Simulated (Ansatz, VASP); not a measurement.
## One calculation of CaSe, two programs

```
Ca Se
1.0
     0.00000    2.97024    2.97024
     2.97024    0.00000    2.97024
     2.97024    2.97024    0.00000
Ca Se
1 1
Cartesian
  0.0000 0.0000 0.0000
  2.9702 2.9702 2.9702
```

Alike in both runs: task electric field gradients; functional LDA; k mesh 9 × 9 × 9; occupations fermi-dirac, width 0.03 eV; no spin polarisation.

|  | VASP | Ansatz |
| --- | --- | --- |
| version | VASP 6.6.1 | Ansatz 0.2.0 |
| potentials or method | VASP PAW LDA potentials, release 64 (Ca_sv, Se) | PAW with Ansatz's default frozen-core files, scalar-relativistic |
| plane-wave cutoff (eV) | 520 | 420 |
| valence electrons in the cell | 16 | 26 |

```tsv
	VASP	Ansatz	Ansatz less VASP
gap on the k mesh at the Fermi level (eV)	1.93	1.95	+0.016
pressure (GPa)	-3.5	-3.7	-0.21
```

LDA's correlation is that of Perdew and Zunger in VASP and of Perdew and Wang (1992) in Ansatz. VASP's potentials hold 16 valence electrons a cell and Ansatz's 26, so a difference there can come from the potentials and not from the codes.
